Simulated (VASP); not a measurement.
# MnS (P6_3mc) in VASP: dielectric tensor with BLYP

Aim: the dielectric tensor of MnS with BLYP.

Program: VASP 6.6.1. These are calculated values, not measurements. Logs are shortened: lines on timing, memory, paths and dates and some standing lists are left out, and cuts for length are marked.

## 1. The cell of the first run

It takes space group P6_3mc (No. 186, hexagonal). Conventional cell: a = 3.954 Å, b = 3.954 Å, c = 6.343 Å, α = 90.00°, β = 90.00°, γ = 120.00°. Mn (site symmetry 3m) has 4 S at 2.36 to 2.42 Å within 3.1 Å. Within 3.1 Å of S (site symmetry 3m) lie 4 Mn at 2.36 to 2.42 Å.

## 2. Dielectric tensor, BLYP, collinear spin, ferromagnetic start

File INCAR:

```
SYSTEM = MnS
  AGGAC = 1.0
  AGGAX = 1.0
  ALDAC = 0.0
  ALDAX = 1.0
  ALGO = Normal
  EDIFF = 1E-8
  ENCUT = 520
  GGA = B5
  ISIF = 2
  ISMEAR = 0
  ISPIN = 2
  KPAR = 4
  LASPH = .TRUE.
  LCHARG = .FALSE.
  LEPSILON = .TRUE.
  LMAXMIX = 4
  LORBIT = 11
  LREAL = .FALSE.
  LWAVE = .FALSE.
  MAGMOM = 3.03 4.19 0 0
  NELM = 150
  PREC = Accurate
  SIGMA = 0.05
```

File KPOINTS:

```
k-points
0
G
  8 8 4
  0 0 0
```

File POSCAR:

```
MnS
1.0
    3.9535769233      0.0000000000      0.0000000000
   -1.9767884617      3.4238980514      0.0000000000
    0.0000000000      0.0000000000      6.3425288600
Mn S
2 2
Direct
    0.6666666667      0.3333333333      0.4988446700
    0.3333333333      0.6666666667      0.9988446700
    0.3333333333      0.6666666667      0.6261543000
    0.6666666667      0.3333333333      0.1261543000
```

Potentials or basis: VASP PAW PBE potentials, release 64 (Mn_pv, S).

Started as:

```console
$ cat potpaw_PBE.64/Mn_pv/POTCAR potpaw_PBE.64/S/POTCAR > POTCAR
$ mpirun -np 4 vasp_std > vasp.out
```

OUTCAR:

```text
SYSTEM = MnS
   EDIFF = 1E-8
   ENCUT = 520
   GGA = B5
   ISIF = 2
   ISMEAR = 0
   ISPIN = 2
   LASPH = .TRUE.
   LEPSILON = .TRUE.
   LORBIT = 11
   LREAL = .FALSE.
   NELM = 150
   PREC = Accurate

 ion  position               nearest neighbor table
   1  0.667  0.333  0.499-   4 2.36   3 2.42   3 2.42   3 2.42
   2  0.333  0.667  0.999-   3 2.36   4 2.42   4 2.42   4 2.42
   3  0.333  0.667  0.626-   2 2.36   1 2.42   1 2.42   1 2.42
   4  0.667  0.333  0.126-   1 2.36   2 2.42   2 2.42   2 2.42

  LATTYP: Found a hexagonal cell.
 ALAT       =     3.9535769233
 C/A-ratio  =     1.6042507792

  Lattice vectors:

 A1 = (   3.9535769233,   0.0000000000,   0.0000000000)
 A2 = (  -1.9767884617,   3.4238980514,   0.0000000000)
 A3 = (   0.0000000000,   0.0000000000,   6.3425288600)

Analysis of symmetry for initial positions (statically):
=====================================================================
 Subroutine PRICEL returns:
 Original cell was already a primitive cell.

 Routine SETGRP: Setting up the symmetry group for a
 hexagonal supercell.

 Subroutine GETGRP returns: Found 12 space group operations
 (whereof  6 operations were pure point group operations)
 out of a pool of 24 trial point group operations.

The static configuration has the point symmetry C_3v.
 The point group associated with its full space group is C_6v.

Analysis of symmetry for dynamics (positions and initial velocities):
=====================================================================
 Subroutine PRICEL returns:
 Original cell was already a primitive cell.

 Routine SETGRP: Setting up the symmetry group for a
 hexagonal supercell.

 Subroutine GETGRP returns: Found 12 space group operations
 (whereof  6 operations were pure point group operations)
 out of a pool of 24 trial point group operations.

The dynamic configuration has the point symmetry C_3v.
 The point group associated with its full space group is C_6v.

Analysis of structural, dynamic, and magnetic symmetry:
=====================================================================
 Subroutine PRICEL returns:
 Original cell was already a primitive cell.

 Routine SETGRP: Setting up the symmetry group for a
 hexagonal supercell.

 Subroutine GETGRP returns: Found  6 space group operations
 (whereof  6 operations were pure point group operations)
 out of a pool of 24 trial point group operations.

The overall configuration has the point symmetry C_3v.

 Subroutine INISYM returns: Found  6 space group operations
 (whereof  6 operations are pure point group operations),
 and found     1 'primitive' translations

----------------------------------------------------------------------------------------

                                     Primitive cell

  volume of cell :      85.8566

  direct lattice vectors                    reciprocal lattice vectors
     3.953576923  0.000000000  0.000000000     0.252935511  0.146032385  0.000000000
    -1.976788462  3.423898051  0.000000000     0.000000000  0.292064771  0.000000000
     0.000000000  0.000000000  6.342528860     0.000000000  0.000000000  0.157665818

  length of vectors
     3.953576923  3.953576923  6.342528860     0.292064771  0.292064771  0.157665818

  position of ions in fractional coordinates (direct lattice)
     0.666666667  0.333333333  0.498844670
     0.333333333  0.666666667  0.998844670
     0.333333333  0.666666667  0.626154300
     0.666666667  0.333333333  0.126154300

  ion indices of the primitive-cell ions
   primitive index   ion index
                 1           1
[... 133 lines left out ...]
      5     -45.3691      1.00000
      6     -45.3651      1.00000
[... 709 lines left out ...]
     26       9.6159      0.00000
     27      10.7233      0.00000

 [... further k-points ...]

 spin component 2

 k-point     1 :       0.0000    0.0000    0.0000
  band No.  band energies     occupation
      1     -41.0092      1.00000
      2     -41.0092      1.00000
      3     -41.0082      1.00000
      4     -41.0082      1.00000
      5     -41.0022      1.00000
      6     -40.9962      1.00000
[... 709 lines left out ...]
     26      10.7144      0.00000
     27      11.7443      0.00000

 [... further k-points ...]

  FORCE on cell =-STRESS in cart. coord.  units (eV):
  Direction    XX          YY          ZZ          XY          YZ          ZX
  --------------------------------------------------------------------------------------
  -------------------------------------------------------------------------------------
  Total        2.5051817      2.5051817      4.0716784     -0.0000000      0.0000000      0.0000000
  in kB       46.7494321     46.7494321     75.9819753     -0.0000000      0.0000000      0.0000000
  external PRESSURE =      56.4936132 kB  Pullay stress =       0.0000000 kB

 VOLUME and BASIS-vectors are now :
 -----------------------------------------------------------------------------
  energy-cutoff  :      520.00
  volume of cell :       85.86
      direct lattice vectors                 reciprocal lattice vectors
     3.953576923  0.000000000  0.000000000     0.252935511  0.146032385  0.000000000
    -1.976788462  3.423898051  0.000000000     0.000000000  0.292064771  0.000000000
     0.000000000  0.000000000  6.342528860     0.000000000  0.000000000  0.157665818

 POSITION                                       TOTAL-FORCE (eV/Angst)
 -----------------------------------------------------------------------------------
      1.97679      1.14130      3.16394        -0.000000     -0.000000      0.303448
     -0.00000      2.28260      6.33520        -0.000000      0.000000      0.303452
     -0.00000      2.28260      3.97140         0.000000      0.000000     -0.303460
      1.97679      1.14130      0.80014         0.000000      0.000000     -0.303440
 -----------------------------------------------------------------------------------
    total drift:                                0.000000      0.000001      0.002140

  FREE ENERGIE OF THE ION-ELECTRON SYSTEM (eV)
  ---------------------------------------------------
  free  energy   TOTEN  =       -25.4148982088 eV

  energy  without entropy=      -25.4124700350  energy(sigma->0) =      -25.41368412

 HEAD OF MICROSCOPIC STATIC DIELECTRIC TENSOR (INDEPENDENT PARTICLE, excluding Hartree and local field effects)
 ------------------------------------------------------
          19.864723    -0.000000     0.000000
          -0.000000    19.864723     0.000000
           0.000000     0.000000    10.585023
 ------------------------------------------------------

 Free energy of the ion-electron system (eV)
  ---------------------------------------------------
  ---------------------------------------------------
  free energy    TOTEN  =        -4.47566567 eV

  energy without entropy =       -4.47566567

------------------------ aborting loop because EDIFF is reached ----------------------------------------

--------------------------------------- Ionic step        2  -------------------------------------------

------------------------ aborting loop because EDIFF is reached ----------------------------------------

--------------------------------------- Ionic step        3  -------------------------------------------

 Free energy of the ion-electron system (eV)
  ---------------------------------------------------
  ---------------------------------------------------
  free energy    TOTEN  =        -2.23257304 eV

  energy without entropy =       -2.23257304

------------------------ aborting loop because EDIFF is reached ----------------------------------------

 PIEZOELECTRIC TENSOR FIELD DIRECTION 3  (e Angst)
 -----------------------------------------------------------------------------
    -1.49462  0.00000  0.00000           (  0.10796 -0.00000  0.00000)
     0.00000 -1.49462  0.00000           ( -0.00000  0.10796  0.00000)
     0.00000  0.00000  2.41674           (  0.00000  0.00000 -0.32801)

 PIEZOELECTRIC TENSOR FIELD DIRECTION 3  (C/m^2)
 -----------------------------------------------------------------------------
    -0.27891  0.00000  0.00000
     0.00000 -0.27891  0.00000
     0.00000  0.00000  0.45099

 MACROSCOPIC STATIC DIELECTRIC TENSOR (including local field effects in DFT)
 ------------------------------------------------------
          19.221717    -0.000000     0.000000
          -0.000000    19.221717     0.000000
          -0.000000    -0.000000    10.009850
 ------------------------------------------------------

 PIEZOELECTRIC TENSOR (including local field effects)  for field in x, y, z        (e  Angst)
          XX          YY          ZZ          XY          YZ          ZX
  --------------------------------------------------------------------------------
  x     0.00000    -0.00000     0.00000    -0.00268     0.00000    -2.00407
  y    -0.00268     0.00268     0.00000    -0.00000    -2.00446     0.00000
  z    -1.49462    -1.49462     2.41674     0.00000    -0.00000    -0.00000

 PIEZOELECTRIC TENSOR (including local field effects)  for field in x, y, z        (C/m^2)
          XX          YY          ZZ          XY          YZ          ZX
  --------------------------------------------------------------------------------
  x     0.00000    -0.00000     0.00000    -0.00050     0.00000    -0.37398
  y    -0.00050     0.00050     0.00000    -0.00000    -0.37405     0.00000
  z    -0.27891    -0.27891     0.45099     0.00000    -0.00000    -0.00000

 BORN EFFECTIVE CHARGES (including local field effects) (in |e|, cummulative output)
 ---------------------------------------------------------------------------------
 ion    1
    1     1.52751    -0.00000     0.00000
    2    -0.00000     1.52751     0.00000
    3     0.00000     0.00000     1.84939
 ion    2
    1     1.51791    -0.00000     0.00000
    2    -0.00000     1.51791     0.00000
    3     0.00000     0.00000     1.84536
 ion    3
    1    -1.52536     0.00000     0.00000
    2     0.00000    -1.52536     0.00000
    3    -0.00000     0.00000    -1.85022
 ion    4
    1    -1.52006     0.00000    -0.00000
    2     0.00000    -1.52006     0.00000
    3    -0.00000     0.00000    -1.84453

 total charge

# of ion       s       p       d       tot
------------------------------------------
    1        0.266   6.219   4.948  11.433
    2        0.266   6.219   4.948  11.433
    3        1.327   2.475   0.000   3.802
    4        1.327   2.475   0.000   3.802
--------------------------------------------------
tot          3.186  17.389   9.896  30.471

 magnetization (x)

# of ion       s       p       d       tot
------------------------------------------
    1        0.040   0.062   4.162   4.264
    2        0.040   0.062   4.162   4.264
    3        0.016   0.111   0.000   0.127
    4        0.016   0.111   0.000   0.127
--------------------------------------------------
tot          0.111   0.348   8.323   8.782
```

Run time: 20 min. Hardware: 4 MPI ranks of Intel Xeon Platinum 8259CL at 2.50GHz (Skylake/Cascade Lake), shared host; peak memory 1.2 GiB.

Results:

```
Net moment                                            : 9.76 μB per cell
Site moments                                          : Mn +4.26; S +0.13 μB
Valence electrons inside the program's atomic spheres : Mn 11.43; S 3.80
Electronic dielectric tensor (diagonal)               : 19.22, 19.22, 10.01
Born charges (mean of the diagonal)                   : Mn +1.63; S -1.63 e
```

Electronic dielectric tensor:
```
19.22  0.00  0.00
 0.00 19.22  0.00
 0.00  0.00 10.01
```

Born effective charge tensors (e):
atom 1, Mn
```
1.53 0.00 0.00
0.00 1.53 0.00
0.00 0.00 1.85
```
atom 2, Mn
```
1.52 0.00 0.00
0.00 1.52 0.00
0.00 0.00 1.85
```
atom 3, S
```
-1.53  0.00  0.00
 0.00 -1.53  0.00
 0.00  0.00 -1.85
```
atom 4, S
```
-1.52  0.00  0.00
 0.00 -1.52  0.00
 0.00  0.00 -1.84
```

Caveat: the PAW data sets were made with another functional, which shifts forces and pressure a little; semilocal functionals often make such compounds metallic where correlation or magnetic order opens a gap, which also shifts bond lengths; the run started ferromagnetic, and an antiferromagnetic order may lie lower in energy. With open d or f shells a metallic result of BLYP can be an artefact of self-interaction; +U or a hybrid may open a gap.
